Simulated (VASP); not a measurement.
# Ga (P6_3/mmc) in VASP: notebook, part 2 of 2

VASP 6.6.1. Earlier steps stand in the parts before.

## Step 3: Relaxation of cell and atoms, PBE, target pressure 330 GPa, at which the enthalpy is minimised

This run uses another cell than the first one, of 8.08 Å³/atom.

The input, INCAR:

```
SYSTEM = Ga
PREC     = Accurate       ! precision mode
ENCUT    = 600            ! plane-wave cutoff, eV
EDIFF    = 1E-6           ! SCF threshold, eV
ISMEAR   = -1             ! smearing method
SIGMA    = 0.05           ! smearing width, eV
LREAL    = .FALSE.        ! projectors in reciprocal space
LASPH    = .TRUE.         ! aspherical terms in the spheres
NELM     = 60             ! most SCF steps
ALGO     = Normal         ! electronic algorithm
ISIF     = 3              ! what is computed and relaxed
LWAVE    = .FALSE.        ! write WAVECAR
LCHARG   = .FALSE.        ! write CHGCAR
GGA      = PE             ! functional
IBRION   = 2              ! ionic algorithm
NSW      = 60             ! ionic steps
EDIFFG   = -0.005         ! ionic threshold
PSTRESS  = 3300.0
```

The input, KPOINTS:

```
Automatic mesh
0
G
  19 19 11
  0 0 0
```

The input, POSCAR:

```
Ga
1.0
    2.2582847488      0.0000000000      0.0000000000
   -1.1291423744      1.9557319615      0.0000000000
    0.0000000000      0.0000000000      3.6584212931
Ga
2
Direct
    0.3333333333      0.6666666667      0.2500000000
    0.6666666667      0.3333333333      0.7500000000
```

Potentials or basis: VASP PAW PBE potentials, release 64 (Ga_d).

Command:

```
$ cat potpaw_PBE.64/Ga_d/POTCAR > POTCAR
$ mpirun -np 1 vasp_std > vasp.out
```

OUTCAR:

```text
SYSTEM = Ga
   PREC = Accurate
   ENCUT = 600
   EDIFF = 1E-6
   ISMEAR = -1
   LREAL = .FALSE.
   LASPH = .TRUE.
   NELM = 60
   ISIF = 3
   GGA = PE
   IBRION = 2
   NSW = 60
   EDIFFG = -0.005
   PSTRESS = 3300.0

 ion  position               nearest neighbor table
   1  0.333  0.667  0.250-   2 2.25   2 2.25   2 2.25   2 2.25   2 2.25   2 2.25
   2  0.667  0.333  0.750-   1 2.25   1 2.25   1 2.25   1 2.25   1 2.25   1 2.25

  LATTYP: Found a hexagonal cell.
 ALAT       =     2.2582847488
 C/A-ratio  =     1.6200000000

  Lattice vectors:

 A1 = (   2.2582847488,   0.0000000000,   0.0000000000)
 A2 = (  -1.1291423744,   1.9557319615,   0.0000000000)
 A3 = (   0.0000000000,   0.0000000000,   3.6584212931)

Analysis of symmetry for initial positions (statically):
=====================================================================
 Subroutine PRICEL returns:
 Original cell was already a primitive cell.

 Routine SETGRP: Setting up the symmetry group for a
 hexagonal supercell.

 Subroutine GETGRP returns: Found 24 space group operations
 (whereof 12 operations were pure point group operations)
 out of a pool of 24 trial point group operations.

The static configuration has the point symmetry D_3d.
 The point group associated with its full space group is D_6h.

Analysis of symmetry for dynamics (positions and initial velocities):
=====================================================================
 Subroutine PRICEL returns:
 Original cell was already a primitive cell.

 Routine SETGRP: Setting up the symmetry group for a
 hexagonal supercell.

 Subroutine GETGRP returns: Found 24 space group operations
 (whereof 12 operations were pure point group operations)
 out of a pool of 24 trial point group operations.

The dynamic configuration has the point symmetry D_3d.
[... 119 lines left out ...]
     AMIX     =   0.40;   BMIX     =  1.00
     AMIX_MAG =   1.60;   BMIX_MAG =  1.00
  volume/ion in A,a.u.               =       8.08        54.52
  Fermi-wavevector in a.u.,A,eV,Ry     =   1.918398  3.625246 50.072849  3.680251
  Thomas-Fermi vector in A             =   2.953407
   LORBIT       =      0    0 simple, 1 ext, 2 COOP (PROOUT), +10 PAW based schemes
   GGA     = PE    functional components
   LHFCALC =     F    Hartree Fock is set to
   AEXX    =    0.0000 exact exchange contribution
   IVDW    =     0    specifies the selected vdW correction
   LEPSILON=     F    determine dielectric tensor
   LRPA    =     F    only Hartree local field effects (RPA)
 conjugate gradient relaxation of ions
 non-spin polarized calculation
  energy-cutoff  :      600.00
  volume of cell :       16.16
 maximum number of plane-waves:       559
 NGX is ok and might be reduce to    18
   NGX =  9   NGY =  9   NGZ = 15

--------------------------------------- Ionic step        1  -------------------------------------------

 number of electron      25.9999996 magnetization

 Free energy of the ion-electron system (eV)
  ---------------------------------------------------
  ext. energy  EPLUGINS =         0.00000000
  ---------------------------------------------------
  free energy    TOTEN  =         4.18885314 eV

  energy without entropy =        4.19266607  energy(sigma->0) =        4.19075961

------------------------ aborting loop because EDIFF is reached ----------------------------------------

  FORCE on cell =-STRESS in cart. coord.  units (eV):
  Direction    XX          YY          ZZ          XY          YZ          ZX
  --------------------------------------------------------------------------------------
  -------------------------------------------------------------------------------------
  Total       32.8218756     32.8218756     34.2522442      0.0000000      0.0000000      0.0000000
  in kB     3254.5595799   3254.5595801   3396.3924252      0.0000000      0.0000000      0.0000000
  external PRESSURE =       1.8371951 kB  Pullay stress =    3300.0000000 kB
[... 139 lines left out ...]
--------------------------------------- Ionic step        5  -------------------------------------------

 number of electron      26.0000019 magnetization

 Free energy of the ion-electron system (eV)
  ---------------------------------------------------
  ext. energy  EPLUGINS =         0.00000000
  ---------------------------------------------------
  free energy    TOTEN  =         4.17449648 eV

  energy without entropy =        4.17986752  energy(sigma->0) =        4.17718200

 E-fermi :  18.3232     XC(G=0): -16.0774

 val. band max:       18.3000264774   @ k =   0.3684   0.2105   0.1818
 cond. band min:      18.3340350591   @ k =   0.2632   0.2105   0.3636
 fundamental gap:      0.0340085817
 Fermi energy:        18.3231950774

 k-point     1 :       0.0000    0.0000    0.0000
  band No.  band energies     occupation
      1      -2.8300      2.00000
      2      -1.2020      2.00000
      3       0.0849      2.00000
      4       0.2430      2.00000
      5       0.2430      2.00000
      6       0.4190      2.00000
[... 457 lines left out ...]
      4       0.2348      2.00000
      5       0.4627      2.00000
      6       0.5516      2.00000
[... 9 lines left out ...]
     16      26.2491      0.00000
     17      27.5060      0.00000

 [... further k-points ...]
[... 5 lines left out ...]
  --------------------------------------------------------------------------------------
  -------------------------------------------------------------------------------------
  Total       33.2866430     33.2866430     33.2827767     -0.0000000     -0.0000000      0.0000000
  in kB     3300.6180624   3300.6180630   3300.2346867     -0.0000000     -0.0000000      0.0000000
  external PRESSURE =       0.4902707 kB  Pullay stress =    3300.0000000 kB
[... 21 lines left out ...]
  energy  without entropy=        4.1798675210  energy(sigma->0) =        4.17718200

  enthalpy is  TOTEN    =        37.4549063595 eV   P V=       33.2804098799

 reached required accuracy - stopping structural energy minimisation
```

OSZICAR:

```text
N       E                     dE             d eps       ncg     rms          rms(c)
DAV:   1     0.110611954586E+03    0.11061E+03   -0.14273E+04  9312   0.381E+03
DAV:   2     0.890149884172E+01   -0.10171E+03   -0.99788E+02  8399   0.387E+02
DAV:   3     0.392747364266E+01   -0.49740E+01   -0.49428E+01  9054   0.860E+01
[... 37 lines left out ...]
DAV:   2     0.417173174219E+01    0.91902E-02   -0.11090E-02 11226   0.371E+00    0.301E-01
DAV:   3     0.417423170752E+01    0.25000E-02   -0.18295E-03 10451   0.155E+00    0.591E-02
DAV:   4     0.417449809560E+01    0.26639E-03   -0.33902E-04  9838   0.365E-01    0.265E-03
DAV:   5     0.417449647878E+01   -0.16168E-05   -0.11254E-05 10163   0.474E-02    0.965E-04
DAV:   6     0.417449647959E+01    0.80581E-09   -0.88347E-07  6147   0.199E-02
   5 F= 0.37454906E+02 E0= 0.37457592E+02  d E =-.533643E-04
```

CONTCAR:

```text
Ga
   1.00000000000000
     2.2343875870300218    0.0000000000000000    0.0000000000000000
    -1.1171937935150109    1.9350364124450647    0.0000000000000000
     0.0000000000000000    0.0000000000000000    3.7371252815170850
  Ga
     2
Direct
     0.3333333332999970    0.6666666667000030    0.2500000000000000
     0.6666666667000030    0.3333333332999970    0.7500000000000000

  0.00000000E+00  0.00000000E+00  0.00000000E+00
  0.00000000E+00  0.00000000E+00  0.00000000E+00
```

Run time: 86 s. Hardware: 1 thread of Intel Xeon 6975P-C (Granite Rapids), shared host; peak memory 0.19 GiB.

Results:

```yaml
Free_energy: 4.1745 eV
Energy_change_on_relaxing_the_run_minimises_the_enthalpy: -7.2 meV/atom
Ionic_steps: 5
Pressure_after_relaxing: 330.0 GPa
Band_gap_on_the_k_mesh: zero (bands 13 and 14 overlap by 10.06 eV)
```

The path:
```csv
step,energy change (eV),largest force (eV/Å),pressure (GPa),volume (Å³)
1,0.0000,0.0000,330.18,16.16
2,-0.0455,0.0000,328.74,16.17
3,-0.0441,0.0000,328.96,16.17
4,0.2056,0.0000,337.62,16.05
5,-0.0144,0.0000,330.05,16.16
```

Final structure:
```cif
data_structure
_symmetry_space_group_name_H-M 'P 1'
_symmetry_Int_Tables_number 1
_cell_length_a 2.2344
_cell_length_b 2.2344
_cell_length_c 3.7371
_cell_angle_alpha 90.000
_cell_angle_beta 90.000
_cell_angle_gamma 120.000
_cell_volume 16.16
loop_
_atom_site_label
_atom_site_type_symbol
_atom_site_fract_x
_atom_site_fract_y
_atom_site_fract_z
_atom_site_occupancy
Ga1 Ga 0.33333 0.66667 0.25000 1
Ga2 Ga 0.66667 0.33333 0.75000 1
```

Levels at points of the mesh, in eV from the Fermi level:
```
           k point  band 11  band 12  band 13  band 14  band 15  band 16
(0.00, 0.00, 0.00)   -16.79   -10.78    -6.32    18.42    19.27    19.27
```

Caveat: the cell is relaxed towards a set pressure, so the run minimises the enthalpy, not the energy.

## Step 4: Single point, PBE

The input, INCAR:

```
SYSTEM = Ga
ALGO = Normal ; EDIFF = 1E-6
ENCUT = 520 ; GGA = PE
ISIF = 2 ; ISMEAR = -1
LASPH = .True. ; LCHARG = .False.
LREAL = .False. ; LWAVE = .False.
NBANDS = 20 ; NELM = 60
PREC = Accurate ; SIGMA = 0.05
```

The input, KPOINTS:

```
k-points
0
Gamma
  19 19 11
  0 0 0
```

The input, POSCAR:

```
Ga
1.0
    2.2330483245      0.0000000000      0.0000000000
   -1.1165241623      1.9338765769      0.0000000000
    0.0000000000      0.0000000000      3.7312025506
Ga
2
Direct
    0.3333333333      0.6666666667      0.2500000000
    0.6666666667      0.3333333333      0.7500000000
```

Command:

```
$ cat potpaw_PBE.64/Ga_d/POTCAR > POTCAR
$ mpirun -np 1 vasp_std > vasp.out
```

It took 2.2 min on 1 thread of Intel Xeon 8259CL, shared host; peak memory 0.18 GiB.

It converged, with:

```
Free energy            : 4.2676 eV
Pressure               : 333.5 GPa
Band gap on the k mesh : zero (bands 13 and 14 overlap by 10.09 eV)
```

Stress tensor (GPa, compression positive):
```
333.44   0.00   0.00
  0.00 333.44   0.00
  0.00   0.00 333.58
```

Levels at points of the mesh, in eV from the Fermi level:
| k point | band 10 | band 11 | band 12 | band 13 | band 14 | band 15 | band 16 | band 17 |
| --- | --- | --- | --- | --- | --- | --- | --- | --- |
| (0.00, 0.00, 0.00) | -16.81 | -16.81 | -10.80 | -6.30 | 18.41 | 19.28 | 19.28 | 20.40 |

Caveat: the cell stands under pressure.

## Step 5: Single point, PBE

The input, INCAR:

```
PREC = Accurate ; ENCUT = 520
EDIFF = 1E-6 ; ISMEAR = -1
SIGMA = 0.05 ; LREAL = False
LASPH = True ; NELM = 80
ALGO = Normal ; ISIF = 2
LWAVE = False ; LCHARG = False
GGA = PE ; NBANDS = 20
```

The input, KPOINTS:

```
Automatic mesh
0
Gamma
  19 19 11
```

The input, POSCAR:

```
Ga
1.0
    2.2330381710      0.0000000000      0.0000000000
   -1.1165190855      1.9338677837      0.0000000000
    0.0000000000      0.0000000000      3.7315628664
Ga
2
Direct
    0.3333333333      0.6666666667      0.2500000000
    0.6666666667      0.3333333333      0.7500000000
```

Command:

```
$ cat potpaw_PBE.64/Ga_d/POTCAR > POTCAR
$ mpirun -np 1 vasp_std > vasp.out
```

Run time: 97 s. Hardware: 1 thread of Intel Xeon 8259CL, shared host; peak memory 0.18 GiB.

It converged, with:

```
Free energy            : 4.2647 eV
Pressure               : 333.4 GPa
Band gap on the k mesh : zero (bands 13 and 14 overlap by 10.09 eV)
```

Stress tensor (GPa, compression positive):
```
333.35   0.00   0.00
  0.00 333.35   0.00
  0.00   0.00 333.47
```

Levels at points of the mesh, in eV from the Fermi level:
| k point | band 9 | band 10 | band 11 | band 12 | band 13 | band 14 | band 15 | band 16 | band 17 | band 18 |
| --- | --- | --- | --- | --- | --- | --- | --- | --- | --- | --- |
| (0.00, 0.00, 0.00) | -17.54 | -16.81 | -16.81 | -10.80 | -6.30 | 18.41 | 19.28 | 19.28 | 20.39 | 21.39 |

Caveat: the cell stands under pressure.

## Step 6: Summary

| task | cell | cutoff (eV) | gap on the mesh (eV) | pressure (GPa) |
| --- | --- | --- | --- | --- |
| relaxation of cell and atoms | relaxed to 330 GPa from a = 2.233, b = 2.233, c = 3.731 Å, angles 90.0, 90.0, 120.0°, 2 atoms | 600 | none | 330.0 |
| relaxation of cell and atoms | relaxed to 330 GPa from a = 2.258, b = 2.258, c = 3.658 Å, angles 90.0, 90.0, 120.0°, 2 atoms | 600 | none | 330.0 |
| single point | a = 2.233, b = 2.233, c = 3.731 Å, angles 90.0, 90.0, 120.0°, 2 atoms | 520 | none | 333.5 |
| single point | a = 2.233, b = 2.233, c = 3.732 Å, angles 90.0, 90.0, 120.0°, 2 atoms | 520 | none | 333.4 |

Alike in all rows: level PBE; potentials or basis VASP PAW PBE potentials, release 64 (Ga_d); no spin polarisation; k mesh 19 × 19 × 11; smearing fermi-dirac 0.05 eV.

Caveats: the cell is relaxed towards a set pressure, so the run minimises the enthalpy, not the energy (at least some runs); the cell stands under pressure (at least some runs).

Absolute energies hang on the potentials; compare differences alone.
